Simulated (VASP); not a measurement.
Ti3Al: single point with PBEsol

Ti3Al:

```xyz
4
Lattice="2.9922 0.0000 0.0000 -1.4961 2.5913 0.0000 0.0000 0.0000 7.8724" Properties=species:S:1:pos:R:3 pbc="T T T"
Ti    1.4961    0.8638    0.0000
Ti    0.0000    1.7275    5.9136
Ti    0.0000    1.7275    1.9589
Al    1.4961    0.8638    3.9362
```

```yaml
Program: VASP 6.6.1
Task: single point
Functional: PBEsol
Potentials_or_basis: VASP PAW PBE potentials, release 64 (Ti_sv, Al)
Cutoff: 520 eV
k_mesh: 18 × 18 × 6
Occupations: gaussian, width 0.15 eV
Spin: no spin polarisation
```

The pressure is 13.9 GPa, the largest force is 0.065 eV/Å and the band gap on the k mesh is zero (an odd number of electrons rules out a gap without spin polarisation).

Forces on the atoms (eV/Å):
```
Ti   0.000  0.000  0.000
Ti   0.000  0.000  0.065
Ti   0.000  0.000 -0.065
Al   0.000  0.000  0.000
```

Stress tensor (GPa, compression positive):
```
 5.02  0.00  0.00
 0.00  5.02  0.00
 0.00  0.00 31.58
```

Levels at points of the mesh, in eV from the Fermi level:
```tsv
k point	band 16	band 17	band 18	band 19	band 20	band 21	band 22	band 23	band 24	band 25
(0.00, 0.00, 0.00)	-2.58	0.32	0.32	0.37	0.37	0.62	1.21	1.21	1.90	1.90
(0.50, 0.00, 0.00)	-2.37	-1.59	-0.85	-0.50	-0.08	0.24	1.27	1.52	1.80	3.34
(0.00, 0.00, 0.50)	-2.46	0.20	0.34	0.34	0.35	0.35	1.26	1.26	1.78	1.78
(0.50, 0.00, 0.50)	-2.27	-1.39	-1.15	-0.71	-0.22	0.13	1.63	1.82	1.91	3.01
```

Run time: 5.4 min on 1 thread of Intel(R) Xeon(R) 6975P-C (Granite Rapids), with other jobs on the host, peak memory 0.33 GiB.

Caveat: the cell stands under pressure; the PAW data sets were made with another functional, which shifts forces and pressure a little.
